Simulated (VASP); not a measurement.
# Te2Mo (P6_3/mmc) in VASP: a series of runs

Runs on Te2Mo. Level: PBE. Tasks: single point.

Program: VASP 6.6.1. These are calculated values, not measurements. Logs are shortened: lines on timing, memory, paths and dates and some standing lists are left out, and cuts for length are marked.

## Step 1: The cell of the first run

Symmetry: P6_3/mmc, No. 194, hexagonal system. The conventional cell has a = 3.557 Å, b = 3.557 Å, c = 15.332 Å, α = 90.00°, β = 90.00°, γ = 120.00°. Within 3.6 Å of Te (site symmetry 3m) lie 3 Mo at 2.74 Å and 6 Te at 3.56 Å. Mo (site symmetry -6m2) has 6 Te at 2.74 Å and 6 Mo at 3.56 Å within 3.6 Å.

## Step 2: Single point, PBE

File INCAR:

```
PREC     = Accurate       # precision mode
ENCUT    = 520            # plane-wave cutoff, eV
EDIFF    = 1E-7           # SCF threshold, eV
ISMEAR   = 0              # smearing method
SIGMA    = 0.02           # smearing width, eV
LREAL    = False          # projectors in reciprocal space
LASPH    = True           # aspherical terms in the spheres
NELM     = 100            # most SCF steps
ALGO     = Normal         # electronic algorithm
ISIF     = 2              # what is computed and relaxed
LWAVE    = False          # write WAVECAR
LCHARG   = True           # write CHGCAR
GGA      = PE             # functional
LELF     = True           # ELF
LVHAR    = True         
NBANDS   = 35             # bands
```

File KPOINTS:

```
Automatic mesh
0
Gamma
  12 12 2
```

File POSCAR:

```
Te2Mo
1.0
    3.5566633055      0.0000000000      0.0000000000
   -1.7783316528      3.0801607753      0.0000000000
    0.0000000000      0.0000000000     15.3316115674
Te Mo
4 2
Direct
    0.3333333333      0.6666666667      0.6320701791
    0.6666666667      0.3333333333      0.1320701791
    0.6666666667      0.3333333333      0.3679298209
    0.3333333333      0.6666666667      0.8679298209
    0.3333333333      0.6666666667      0.2500000000
    0.6666666667      0.3333333333      0.7500000000
```

Potentials or basis: VASP PAW PBE potentials, release 64 (Te, Mo_sv).

Run with:

```sh
$ cat potpaw_PBE.64/Te/POTCAR potpaw_PBE.64/Mo_sv/POTCAR > POTCAR
$ mpirun -np 1 vasp_std > vasp.out
```

OUTCAR:

```text
PREC = Accurate
   ENCUT = 520
   EDIFF = 1E-7
   ISMEAR = 0
   LREAL = False
   LASPH = True
   NELM = 100
   ISIF = 2
   GGA = PE

 ion  position               nearest neighbor table
   1  0.333  0.667  0.632-   6 2.74   6 2.74   6 2.74   4 3.62
   2  0.667  0.333  0.132-   5 2.74   5 2.74   5 2.74   3 3.62
   3  0.667  0.333  0.368-   5 2.74   5 2.74   5 2.74   2 3.62
   4  0.333  0.667  0.868-   6 2.74   6 2.74   6 2.74   1 3.62
   5  0.333  0.667  0.250-   2 2.74   3 2.74   2 2.74   3 2.74   2 2.74   3 2.74
   6  0.667  0.333  0.750-   1 2.74   4 2.74   1 2.74   4 2.74   1 2.74   4 2.74

  LATTYP: Found a hexagonal cell.
 ALAT       =     3.5566633055
 C/A-ratio  =     4.3106727431

  Lattice vectors:

 A1 = (   3.5566633055,   0.0000000000,   0.0000000000)
 A2 = (  -1.7783316528,   3.0801607753,   0.0000000000)
 A3 = (   0.0000000000,   0.0000000000,  15.3316115674)

Analysis of symmetry for initial positions (statically):
=====================================================================
 Subroutine PRICEL returns:
 Original cell was already a primitive cell.

 Routine SETGRP: Setting up the symmetry group for a
 hexagonal supercell.

 Subroutine GETGRP returns: Found 24 space group operations
 (whereof 12 operations were pure point group operations)
 out of a pool of 24 trial point group operations.

The static configuration has the point symmetry D_3d.
 The point group associated with its full space group is D_6h.

Analysis of symmetry for dynamics (positions and initial velocities):
=====================================================================
 Subroutine PRICEL returns:
 Original cell was already a primitive cell.

 Routine SETGRP: Setting up the symmetry group for a
 hexagonal supercell.

 Subroutine GETGRP returns: Found 24 space group operations
 (whereof 12 operations were pure point group operations)
 out of a pool of 24 trial point group operations.

The dynamic configuration has the point symmetry D_3d.
 The point group associated with its full space group is D_6h.

 Subroutine INISYM returns: Found 24 space group operations
 (whereof 12 operations are pure point group operations),
 and found     1 'primitive' translations

----------------------------------------------------------------------------------------

                                     Primitive cell

  volume of cell :     167.9593

  direct lattice vectors                    reciprocal lattice vectors
     3.556663305  0.000000000  0.000000000     0.281162403  0.162329189  0.000000000
    -1.778331653  3.080160775  0.000000000     0.000000000  0.324658378  0.000000000
     0.000000000  0.000000000 15.331611567     0.000000000  0.000000000  0.065224715

  length of vectors
     3.556663305  3.556663306 15.331611567     0.324658378  0.324658378  0.065224715

  position of ions in fractional coordinates (direct lattice)
     0.333333333  0.666666667  0.632070179
     0.666666667  0.333333333  0.132070179
     0.666666667  0.333333333  0.367929821
     0.333333333  0.666666667  0.867929821
     0.333333333  0.666666667  0.250000000
     0.666666667  0.333333333  0.750000000

  ion indices of the primitive-cell ions
   primitive index   ion index
                 1           1
                 2           2
                 3           3
                 4           4
                 5           5
                 6           6

----------------------------------------------------------------------------------------

 KPOINTS: Automatic mesh

Automatic generation of k-mesh.
 Grid dimensions read from file:
 generate k-points for:   12   12    2

 Generating k-lattice:

  Cartesian coordinates                     Fractional coordinates (reciprocal lattice)
     0.023430200  0.013527432  0.000000000     0.083333333  0.000000000  0.000000000
     0.000000000  0.027054865  0.000000000     0.000000000  0.083333333  0.000000000
     0.000000000  0.000000000  0.032612358     0.000000000  0.000000000  0.500000000

  Length of vectors
     0.027054865  0.027054865  0.032612358

  Shift w.r.t. Gamma in fractional coordinates (k-lattice)
     0.000000000  0.000000000  0.000000000

 Subroutine IBZKPT returns following result:
 ===========================================

 Found     38 irreducible k-points:

 Following reciprocal coordinates:
            Coordinates               Weight
  0.000000  0.000000  0.000000      1.000000
  0.083333  0.000000  0.000000      6.000000
  0.166667 -0.000000  0.000000      6.000000
  0.250000 -0.000000  0.000000      6.000000
  0.333333 -0.000000  0.000000      6.000000
  0.416667 -0.000000  0.000000      6.000000
[... 16 lines left out ...]
  0.250000 -0.000000  0.500000      6.000000
  0.333333 -0.000000  0.500000      6.000000
 [... further k-points ...]
   k-points           NKPTS =     38   k-points in BZ     NKDIM =     38   number of bands    NBANDS=     35
   number of dos      NEDOS =    301   number of ions     NIONS =      6
   total plane-waves  NPLWV =  94080
   dimension x,y,z NGX =    28 NGY =   28 NGZ =  120
   dimension x,y,z NGXF=    56 NGYF=   56 NGZF=  240
   ions per type =               4   2
   NGX,Y,Z   is equivalent  to a cutoff of  13.09, 13.09, 13.01 a.u.
   NGXF,Y,Z  is equivalent  to a cutoff of  26.18, 26.18, 26.02 a.u.
 SYSTEM =  unknown system
   PREC   = accura    normal or accurate (medium, high low for compatibility)
   ISTART =      0    job   : 0-new  1-cont  2-samecut
   ICHARG =      2    charge: 1-file 2-atom 10-const
   ISPIN  =      1    spin polarized calculation?
   LNONCOLLINEAR =      F non collinear calculations
   LSORBIT =      F    spin-orbit coupling
   LASPH  =      T    aspherical Exc in radial PAW
   ENCUT  =  520.0 eV  38.22 Ry    6.18 a.u.   6.61  6.61 28.51*2*pi/ulx,y,z
   NELM   =    100;   NELMIN=  2; NELMDL= -5     # of ELM steps
   EDIFF  = 0.1E-06   stopping-criterion for ELM
   LREAL  =      F    real-space projection
   EDIFFG = 0.1E-05   stopping-criterion for IOM
   NSW    =      0    number of steps for IOM
   IBRION =     -1    ionic relax: 0-MD 1-quasi-New 2-CG
   NFREE  =      0    steps in history (QN), initial steepest desc. (CG)
   ISIF   =      2    stress and relaxation
   ISYM   =      2    0-nonsym 1-usesym 2-fastsym
   POTIM  = 0.5000    time-step for ionic-motion
   TEBEG  =    0.0;   TEEND  =   0.0 temperature during run
   PSTRESS=    0.0 pullay stress
   NELECT =      52.0000    total number of electrons
   NUPDOWN=      -1.0000    fix difference up-down
   EMIN   =  10.00;   EMAX   =-10.00  energy-range for DOS
   EFERMI =   0.00;   METHOD = LEGACY
   ISMEAR =     0;   SIGMA  =   0.02  broadening in eV -4-tet -1-fermi 0-gaus
   EFERMI_NEDOS =   21; number of points for ismear=-14 and -15
   IALGO  =     38    algorithm
   IMIX   =      4    mixing-type and parameters
     AMIX     =   0.40;   BMIX     =  1.00
     AMIX_MAG =   1.60;   BMIX_MAG =  1.00
  volume/ion in A,a.u.               =      27.99       188.91
  Fermi-wavevector in a.u.,A,eV,Ry     =   1.107494  2.092860 16.688123  1.226542
  Thomas-Fermi vector in A             =   2.244009
   LORBIT       =      0    0 simple, 1 ext, 2 COOP (PROOUT), +10 PAW based schemes
   GGA     = PE    functional components
   LHFCALC =     F    Hartree Fock is set to
   AEXX    =    0.0000 exact exchange contribution
   IVDW    =     0    specifies the selected vdW correction
   LEPSILON=     F    determine dielectric tensor
   LRPA    =     F    only Hartree local field effects (RPA)
 non-spin polarized calculation
 Gauss-broadening in eV      SIGMA  =   0.02
  energy-cutoff  :      520.00
  volume of cell :      167.96
 maximum number of plane-waves:      4581
 NGX is ok and might be reduce to    28
   NGX = 13   NGY = 13   NGZ = 57

 number of electron      52.0000000 magnetization

 Free energy of the ion-electron system (eV)
  ---------------------------------------------------
  ext. energy  EPLUGINS =         0.00000000
  ---------------------------------------------------
  free energy    TOTEN  =       -36.07543203 eV

  energy without entropy =      -36.07543203  energy(sigma->0) =      -36.07543203

 E-fermi :   6.8916     XC(G=0):  -9.7284

 val. band max:        6.6317652262   @ k =   0.3333   0.3333   0.0000
 cond. band min:       7.6519378382   @ k =   0.2500   0.1667   0.0000
 fundamental gap:      1.0201726120
 Fermi energy:         6.8916296682

 k-point     1 :       0.0000    0.0000    0.0000
  band No.  band energies     occupation
      1     -54.0995      2.00000
      2     -54.0995      2.00000
      3     -28.2443      2.00000
      4     -28.2443      2.00000
      5     -28.1421      2.00000
      6     -28.1421      2.00000
[... 27 lines left out ...]
     34       9.9387      0.00000
     35      11.7475      0.00000

 k-point     2 :       0.0833    0.0000    0.0000
  band No.  band energies     occupation
      1     -54.0990      2.00000
      2     -54.0990      2.00000
      3     -28.2426      2.00000
      4     -28.2426      2.00000
      5     -28.1498      2.00000
      6     -28.1498      2.00000
[... 27 lines left out ...]
     34       9.7439      0.00000
     35      12.0844      0.00000

 k-point     3 :       0.1667   -0.0000    0.0000
  band No.  band energies     occupation
      1     -54.0974      2.00000
      2     -54.0974      2.00000
      3     -28.2380      2.00000
      4     -28.2380      2.00000
      5     -28.1708      2.00000
      6     -28.1708      2.00000
[... 27 lines left out ...]
     34       9.9416      0.00000
     35      12.3638      0.00000
[... 723 lines left out ...]
 k-point    23 :       0.2500   -0.0000    0.5000
  band No.  band energies     occupation
      1     -54.0954      2.00000
      2     -54.0954      2.00000
      3     -28.2318      2.00000
      4     -28.2318      2.00000
      5     -28.1994      2.00000
      6     -28.1994      2.00000
[... 27 lines left out ...]
     34      10.0587      0.00000
     35      12.8362      0.00000

 k-point    24 :       0.3333   -0.0000    0.5000
  band No.  band energies     occupation
      1     -54.0933      2.00000
      2     -54.0933      2.00000
      3     -28.2278      2.00000
      4     -28.2278      2.00000
      5     -28.2255      2.00000
      6     -28.2255      2.00000
[... 27 lines left out ...]
     34      10.1618      0.00000
     35      12.0651      0.00000

 [... further k-points ...]
[... 5 lines left out ...]
  --------------------------------------------------------------------------------------
  -------------------------------------------------------------------------------------
  Total       -0.0143931     -0.0143931      0.0785929      0.0000000     -0.0000000      0.0000000
  in kB       -0.1372971     -0.1372971      0.7497043      0.0000000     -0.0000000      0.0000000
  external PRESSURE =       0.1583700 kB  Pullay stress =       0.0000000 kB

 VOLUME and BASIS-vectors are now :
 -----------------------------------------------------------------------------
  energy-cutoff  :      520.00
  volume of cell :      167.96
      direct lattice vectors                 reciprocal lattice vectors
     3.556663305  0.000000000  0.000000000     0.281162403  0.162329189  0.000000000
    -1.778331653  3.080160775  0.000000000     0.000000000  0.324658378  0.000000000
     0.000000000  0.000000000 15.331611567     0.000000000  0.000000000  0.065224715

 POSITION                                       TOTAL-FORCE (eV/Angst)
 -----------------------------------------------------------------------------------
     -0.00000      2.05344      9.69065        -0.000000      0.000000     -0.012969
      1.77833      1.02672      2.02485        -0.000000      0.000000     -0.012969
      1.77833      1.02672      5.64096        -0.000000      0.000000      0.012969
     -0.00000      2.05344     13.30676        -0.000000      0.000000      0.012969
     -0.00000      2.05344      3.83290         0.000000      0.000000     -0.000000
      1.77833      1.02672     11.49871         0.000000     -0.000000     -0.000000
 -----------------------------------------------------------------------------------
    total drift:                                0.000000     -0.000000      0.000000

  FREE ENERGIE OF THE ION-ELECTRON SYSTEM (eV)
  ---------------------------------------------------
  free  energy   TOTEN  =       -36.0754320306 eV

  energy  without entropy=      -36.0754320306  energy(sigma->0) =      -36.07543203
```

Run time: 4.2 min. Hardware: 1 thread of Intel Xeon Platinum 8375C at 2.90GHz (Ice Lake), shared host; peak memory 0.42 GiB.

What came out:

```
Free energy            : -36.0754 eV
Pressure               : 0.0 GPa
Largest force          : 0.013 eV/Å
Band gap on the k mesh : 1.02 eV, indirect (least direct gap 1.03 eV)
```

Forces in eV/Å, atoms in the order of the input:
```
Te   0.000  0.000 -0.013
Te   0.000  0.000 -0.013
Te   0.000  0.000  0.013
Te   0.000  0.000  0.013
Mo   0.000  0.000  0.000
Mo   0.000  0.000  0.000
```

Caveat: spin-orbit coupling is left out, which moves the levels of the heavy elements; this functional lacks dispersion, which binds the layers, so the pressure and a relaxed spacing across them are unreliable. A k mesh can miss the band edges.

[end of part 1 of 2]
